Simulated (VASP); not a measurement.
# InSe2 (P4/nmm) in VASP: relaxation of cell and atoms with PBE

Aim: the relaxation of cell and atoms of InSe2 with PBE.

Everything below comes from runs of VASP 6.6.1. Logs are shortened: lines on timing, memory, paths and dates and some standing lists are left out, and cuts for length are marked.

## Step 1: The cell of the first run

It takes space group P4/nmm (No. 129, tetragonal). The conventional cell has a = 3.895 Å, b = 3.895 Å, c = 9.626 Å, α = 90.00°, β = 90.00°, γ = 90.00°. Within 3.7 Å of In (site symmetry 4mm) lie 9 Se at 2.84 to 3.43 Å. Se (site symmetry 4mm) has 5 In at 2.84 to 3.28 Å and 12 Se at 3.77 to 4.03 Å within 4.1 Å. Se (site symmetry -4m2) has 4 Se at 2.75 Å and 4 In at 3.43 Å within 3.6 Å.

## Step 2: Relaxation of cell and atoms, PBE

The input, INCAR:

```
PREC = Accurate
ENCUT = 600
EDIFF = 1E-6
ISMEAR = 0
SIGMA = 0.1
LREAL = False
LASPH = True
NELM = 100
ALGO = Normal
ISIF = 3
LWAVE = False
LCHARG = False
GGA = PE
IBRION = 2
NSW = 100
EDIFFG = -0.005
```

The input, KPOINTS:

```
Automatic mesh
0
Gamma
  10 10 4
```

The input, POSCAR:

```
InSe2
1.0
    3.8948930000      0.0000000000      0.0000000000
    0.0000000000      3.8948930000      0.0000000000
    0.0000000000      0.0000000000      9.6262310000
In Se
2 4
Direct
    0.0000000000      0.5000000000      0.7064680000
    0.5000000000      0.0000000000      0.2935320000
    0.0000000000      0.5000000000      0.3662120000
    0.5000000000      0.0000000000      0.6337880000
    0.0000000000      0.0000000000      0.0000000000
    0.5000000000      0.5000000000      0.0000000000
```

Potentials or basis: VASP PAW PBE potentials, release 64 (In_d, Se).

On the command line:

```
$ cat potpaw_PBE.64/In_d/POTCAR potpaw_PBE.64/Se/POTCAR > POTCAR
$ mpirun -np 1 vasp_std > vasp.out
```

OUTCAR:

```text
PREC = Accurate
   ENCUT = 600
   EDIFF = 1E-6
   ISMEAR = 0
   LREAL = False
   LASPH = True
   NELM = 100
   ISIF = 3
   GGA = PE
   IBRION = 2
   NSW = 100
   EDIFFG = -0.005

 ion  position               nearest neighbor table
   1  0.000  0.500  0.706-   4 2.84   4 2.84   4 2.84   4 2.84   3 3.28
   2  0.500  0.000  0.294-   3 2.84   3 2.84   3 2.84   3 2.84   4 3.28
   3  0.000  0.500  0.366-   2 2.84   2 2.84   2 2.84   2 2.84   1 3.28
   4  0.500  0.000  0.634-   1 2.84   1 2.84   1 2.84   1 2.84   2 3.28
   5  0.000  0.000  0.000-   6 2.75   6 2.75   6 2.75   6 2.75
   6  0.500  0.500  0.000-   5 2.75   5 2.75   5 2.75   5 2.75

  LATTYP: Found a simple tetragonal cell.
 ALAT       =     3.8948930000
 C/A-ratio  =     2.4715007575

  Lattice vectors:

 A1 = (   3.8948930000,   0.0000000000,   0.0000000000)
 A2 = (   0.0000000000,   3.8948930000,   0.0000000000)
 A3 = (   0.0000000000,   0.0000000000,   9.6262310000)

Analysis of symmetry for initial positions (statically):
=====================================================================
 Subroutine PRICEL returns:
 Original cell was already a primitive cell.

 Routine SETGRP: Setting up the symmetry group for a
 simple tetragonal supercell.

 Subroutine GETGRP returns: Found 16 space group operations
 (whereof  8 operations were pure point group operations)
 out of a pool of 16 trial point group operations.

The static configuration has the point symmetry D_2d.
 The point group associated with its full space group is D_4h.

Analysis of symmetry for dynamics (positions and initial velocities):
=====================================================================
 Subroutine PRICEL returns:
 Original cell was already a primitive cell.

 Routine SETGRP: Setting up the symmetry group for a
 simple tetragonal supercell.

 Subroutine GETGRP returns: Found 16 space group operations
 (whereof  8 operations were pure point group operations)
 out of a pool of 16 trial point group operations.

The dynamic configuration has the point symmetry D_2d.
 The point group associated with its full space group is D_4h.

 Subroutine INISYM returns: Found 16 space group operations
 (whereof  8 operations are pure point group operations),
 and found     1 'primitive' translations

----------------------------------------------------------------------------------------

                                     Primitive cell

  volume of cell :     146.0318

  direct lattice vectors                    reciprocal lattice vectors
     3.894893000  0.000000000  0.000000000     0.256746463  0.000000000  0.000000000
     0.000000000  3.894893000  0.000000000     0.000000000  0.256746463  0.000000000
     0.000000000  0.000000000  9.626231000     0.000000000  0.000000000  0.103882818

  length of vectors
     3.894893000  3.894893000  9.626231000     0.256746463  0.256746463  0.103882818

  position of ions in fractional coordinates (direct lattice)
     0.000000000  0.500000000  0.706468000
     0.500000000  0.000000000  0.293532000
     0.000000000  0.500000000  0.366212000
     0.500000000  0.000000000  0.633788000
     0.000000000  0.000000000  0.000000000
     0.500000000  0.500000000  0.000000000

  ion indices of the primitive-cell ions
   primitive index   ion index
                 1           1
                 2           2
                 3           3
                 4           4
                 5           5
                 6           6

----------------------------------------------------------------------------------------

 KPOINTS: Automatic mesh

Automatic generation of k-mesh.
 Grid dimensions read from file:
 generate k-points for:   10   10    4

 Generating k-lattice:

  Cartesian coordinates                     Fractional coordinates (reciprocal lattice)
     0.025674646  0.000000000  0.000000000     0.100000000  0.000000000  0.000000000
     0.000000000  0.025674646  0.000000000     0.000000000  0.100000000  0.000000000
     0.000000000  0.000000000  0.025970704     0.000000000  0.000000000  0.250000000

  Length of vectors
     0.025674646  0.025674646  0.025970704

  Shift w.r.t. Gamma in fractional coordinates (k-lattice)
     0.000000000  0.000000000  0.000000000

 Subroutine IBZKPT returns following result:
 ===========================================

 Found     63 irreducible k-points:

 Following reciprocal coordinates:
            Coordinates               Weight
  0.000000  0.000000  0.000000      1.000000
  0.100000  0.000000  0.000000      4.000000
  0.200000  0.000000  0.000000      4.000000
  0.300000  0.000000  0.000000      4.000000
  0.400000  0.000000  0.000000      4.000000
  0.500000  0.000000  0.000000      2.000000
[... 16 lines left out ...]
  0.100000  0.000000  0.250000      8.000000
  0.200000  0.000000  0.250000      8.000000
 [... further k-points ...]
   k-points           NKPTS =     63   k-points in BZ     NKDIM =     63   number of bands    NBANDS=     30
   number of dos      NEDOS =    301   number of ions     NIONS =      6
   total plane-waves  NPLWV =  81920
   dimension x,y,z NGX =    32 NGY =   32 NGZ =   80
   dimension x,y,z NGXF=    64 NGYF=   64 NGZF=  160
   ions per type =               2   4
   NGX,Y,Z   is equivalent  to a cutoff of  13.66, 13.66, 13.82 a.u.
   NGXF,Y,Z  is equivalent  to a cutoff of  27.32, 27.32, 27.63 a.u.
 SYSTEM =  unknown system
   PREC   = accura    normal or accurate (medium, high low for compatibility)
   ISTART =      0    job   : 0-new  1-cont  2-samecut
   ICHARG =      2    charge: 1-file 2-atom 10-const
   ISPIN  =      1    spin polarized calculation?
   LNONCOLLINEAR =      F non collinear calculations
   LSORBIT =      F    spin-orbit coupling
   LASPH  =      T    aspherical Exc in radial PAW
   ENCUT  =  600.0 eV  44.10 Ry    6.64 a.u.   7.78  7.78 19.23*2*pi/ulx,y,z
   NELM   =    100;   NELMIN=  2; NELMDL= -5     # of ELM steps
   EDIFF  = 0.1E-05   stopping-criterion for ELM
   LREAL  =      F    real-space projection
   EDIFFG = -.5E-02   stopping-criterion for IOM
   NSW    =    100    number of steps for IOM
   IBRION =      2    ionic relax: 0-MD 1-quasi-New 2-CG
   NFREE  =      1    steps in history (QN), initial steepest desc. (CG)
   ISIF   =      3    stress and relaxation
   ISYM   =      2    0-nonsym 1-usesym 2-fastsym
   POTIM  = 0.5000    time-step for ionic-motion
   TEBEG  =    0.0;   TEEND  =   0.0 temperature during run
   PSTRESS=    0.0 pullay stress
   NELECT =      50.0000    total number of electrons
   NUPDOWN=      -1.0000    fix difference up-down
   EMIN   =  10.00;   EMAX   =-10.00  energy-range for DOS
   EFERMI =   0.00;   METHOD = LEGACY
   ISMEAR =     0;   SIGMA  =   0.10  broadening in eV -4-tet -1-fermi 0-gaus
   EFERMI_NEDOS =   21; number of points for ismear=-14 and -15
   IALGO  =     38    algorithm
   IMIX   =      4    mixing-type and parameters
     AMIX     =   0.40;   BMIX     =  1.00
     AMIX_MAG =   1.60;   BMIX_MAG =  1.00
  volume/ion in A,a.u.               =      24.34       164.25
  Fermi-wavevector in a.u.,A,eV,Ry     =   1.145291  2.164286 17.846635  1.311691
  Thomas-Fermi vector in A             =   2.281980
   LORBIT       =      0    0 simple, 1 ext, 2 COOP (PROOUT), +10 PAW based schemes
   GGA     = PE    functional components
   LHFCALC =     F    Hartree Fock is set to
   AEXX    =    0.0000 exact exchange contribution
   IVDW    =     0    specifies the selected vdW correction
   LEPSILON=     F    determine dielectric tensor
   LRPA    =     F    only Hartree local field effects (RPA)
 conjugate gradient relaxation of ions
 non-spin polarized calculation
 Gauss-broadening in eV      SIGMA  =   0.10
  energy-cutoff  :      600.00
  volume of cell :      146.03
 maximum number of plane-waves:      4900
 NGX is ok and might be reduce to    32
   NGX = 15   NGY = 15   NGZ = 39

--------------------------------------- Ionic step        1  -------------------------------------------

 number of electron      49.9999991 magnetization

 Free energy of the ion-electron system (eV)
  ---------------------------------------------------
  ext. energy  EPLUGINS =         0.00000000
  ---------------------------------------------------
  free energy    TOTEN  =       -20.28394614 eV

  energy without entropy =      -20.26890350  energy(sigma->0) =      -20.27642482

------------------------ aborting loop because EDIFF is reached ----------------------------------------

  FORCE on cell =-STRESS in cart. coord.  units (eV):
  Direction    XX          YY          ZZ          XY          YZ          ZX
  --------------------------------------------------------------------------------------
  -------------------------------------------------------------------------------------
  Total       -0.3169965     -0.3169965      0.4412444      0.0000000      0.0000000      0.0000000
  in kB       -3.4779045     -3.4779045      4.8410824      0.0000000      0.0000000      0.0000000
  external PRESSURE =      -0.7049089 kB  Pullay stress =       0.0000000 kB
[... 101 lines left out ...]
  FREE ENERGIE OF THE ION-ELECTRON SYSTEM (eV)
  ---------------------------------------------------
  free  energy   TOTEN  =       -20.2864656498 eV

  energy  without entropy=      -20.2711749206  energy(sigma->0) =      -20.27882029

[... ionic steps 4 to 22 ...]

--------------------------------------- Ionic step       23  -------------------------------------------

 number of electron      49.9999992 magnetization

------------------------ aborting loop because EDIFF is reached ----------------------------------------

  FORCE on cell =-STRESS in cart. coord.  units (eV):
  Direction    XX          YY          ZZ          XY          YZ          ZX
  --------------------------------------------------------------------------------------
  -------------------------------------------------------------------------------------
  Total       -0.0373872     -0.0373872     -0.0037262      0.0000000     -0.0000000      0.0000000
  in kB       -0.4066803     -0.4066803     -0.0405318      0.0000000     -0.0000000      0.0000000
  external PRESSURE =      -0.2846308 kB  Pullay stress =       0.0000000 kB
[... 65 lines left out ...]
  energy  without entropy=      -20.2732069334  energy(sigma->0) =      -20.28088480

--------------------------------------- Ionic step       25  -------------------------------------------

 number of electron      49.9999993 magnetization

 Free energy of the ion-electron system (eV)
  ---------------------------------------------------
  ext. energy  EPLUGINS =         0.00000000
  ---------------------------------------------------
  free energy    TOTEN  =       -20.28856458 eV

  energy without entropy =      -20.27320916  energy(sigma->0) =      -20.28088687

 E-fermi :   5.0147     XC(G=0):  -9.8283

 val. band max:        5.0031125073   @ k =   0.1000   0.1000   0.5000
 cond. band min:       5.0171765799   @ k =   0.5000   0.2000   0.2500
 fundamental gap:      0.0140640726
 Fermi energy:         5.0146663609

 k-point     1 :       0.0000    0.0000    0.0000
  band No.  band energies     occupation
      1     -10.1178      2.00000
      2      -9.7195      2.00000
      3      -9.6611      2.00000
      4      -9.5107      2.00000
      5      -9.5079      2.00000
      6      -9.4784      2.00000
[... 781 lines left out ...]
     29       7.8830      0.00000
     30       9.0440      0.00000

 [... further k-points ...]

------------------------ aborting loop because EDIFF is reached ----------------------------------------

  FORCE on cell =-STRESS in cart. coord.  units (eV):
  Direction    XX          YY          ZZ          XY          YZ          ZX
  --------------------------------------------------------------------------------------
  -------------------------------------------------------------------------------------
  Total       -0.0005942     -0.0005942     -0.0254876      0.0000000      0.0000000      0.0000000
  in kB       -0.0064653     -0.0064653     -0.2773019      0.0000000      0.0000000      0.0000000
  external PRESSURE =      -0.0967442 kB  Pullay stress =       0.0000000 kB
[... 21 lines left out ...]
  FREE ENERGIE OF THE ION-ELECTRON SYSTEM (eV)
  ---------------------------------------------------
  free  energy   TOTEN  =       -20.2885645785 eV

  energy  without entropy=      -20.2732091629  energy(sigma->0) =      -20.28088687

 reached required accuracy - stopping structural energy minimisation
```

Run time: 29 min. Hardware: 1 thread of AMD EPYC 9R45 (Zen 5), shared host; peak memory 0.45 GiB.

What came out:

| Item | Value |
| --- | --- |
| Free energy | -20.2886 eV |
| Relaxed volume | 24.54 Å³/atom |
| Relaxed cell | a = 3.887 Å, b = 3.887 Å, c = 9.749 Å, α = 90.00°, β = 90.00°, γ = 90.00° |
| Space group after relaxing (to 0.1 Å) | P4/nmm (No. 129) |
| Energy gained by relaxing | 0.8 meV/atom |
| Ionic steps | 25 |
| Pressure after relaxing | 0.0 GPa |
| Largest force after relaxing | 0.004 eV/Å |
| Band gap on the k mesh | zero (bands 25 and 26 overlap by 2.07 eV) |

Forces in eV/Å, atoms in the order of the input:
```
In   0.000  0.000 -0.004
In   0.000  0.000  0.004
Se   0.000  0.000 -0.002
Se   0.000  0.000  0.002
Se   0.000  0.000  0.000
Se   0.000  0.000  0.000
```

The path:
| step | energy change (eV) | largest force (eV/Å) | pressure (GPa) | volume (Å³) |
| --- | --- | --- | --- | --- |
| 1 | 0.0000 | 0.0555 | -0.07 | 146.03 |
| 2 | -0.0023 | 0.0299 | 0.21 | 145.80 |
| 3 | -0.0025 | 0.0199 | 0.32 | 145.71 |
| 4 | -0.0041 | 0.0161 | 0.10 | 146.68 |
| 5 | -0.0044 | 0.0166 | -0.01 | 147.18 |
| 6 | -0.0044 | 0.0168 | -0.01 | 147.21 |
| 7 | -0.0044 | 0.0170 | -0.03 | 147.26 |
| 8 | -0.0044 | 0.0121 | 0.00 | 147.25 |
| 9 | -0.0044 | 0.0063 | 0.03 | 147.24 |
| 10 | -0.0045 | 0.0058 | 0.01 | 147.30 |
| 11 | -0.0045 | 0.0060 | -0.03 | 147.39 |
| 12 | -0.0045 | 0.0053 | -0.02 | 147.34 |
| 13 | -0.0045 | 0.0115 | 0.01 | 147.20 |
| 14 | -0.0045 | 0.0136 | 0.03 | 147.14 |
| 15 | -0.0045 | 0.0146 | 0.03 | 147.14 |
| 16 | -0.0045 | 0.0148 | 0.02 | 147.14 |
| 17 | -0.0045 | 0.0150 | 0.02 | 147.13 |
| 18 | -0.0045 | 0.0139 | 0.01 | 147.16 |
| 19 | -0.0046 | 0.0100 | -0.01 | 147.23 |
| 20 | -0.0046 | 0.0078 | -0.06 | 147.37 |
| 21 | -0.0046 | 0.0077 | -0.05 | 147.31 |
| 22 | -0.0046 | 0.0059 | -0.04 | 147.30 |
| 23 | -0.0046 | 0.0056 | -0.03 | 147.29 |
| 24 | -0.0046 | 0.0052 | -0.01 | 147.27 |
| 25 | -0.0046 | 0.0043 | -0.01 | 147.26 |

Final structure:
```
CELL_PARAMETERS angstrom
3.88663 0.00000 0.00000
0.00000 3.88663 0.00000
0.00000 0.00000 9.74858
ATOMIC_POSITIONS crystal
In 0.00000 0.50000 0.70449
In 0.50000 0.00000 0.29551
Se 0.00000 0.50000 0.36563
Se 0.50000 0.00000 0.63437
Se 0.00000 0.00000 0.00000
Se 0.50000 0.50000 0.00000
```

Levels at points of the mesh, in eV from the Fermi level:
```csv
k point,band 23,band 24,band 25,band 26,band 27,band 28
"(0.00, 0.00, 0.00)",-1.78,-1.78,0.25,0.49,2.88,2.88
"(0.50, 0.00, 0.00)",-1.30,-1.30,-0.99,-0.99,1.67,1.67
"(0.50, 0.50, 0.00)",-1.54,-1.54,-1.12,-1.12,2.70,2.70
"(0.00, 0.00, 0.50)",-1.72,-1.28,0.25,0.51,2.04,2.88
"(0.50, 0.00, 0.50)",-1.04,-1.04,-1.00,-1.00,1.14,1.14
"(0.50, 0.50, 0.50)",-1.74,-1.74,-1.44,-1.44,3.44,3.44
```

Caveat: spin-orbit coupling is left out, which moves the levels of the heavy elements.
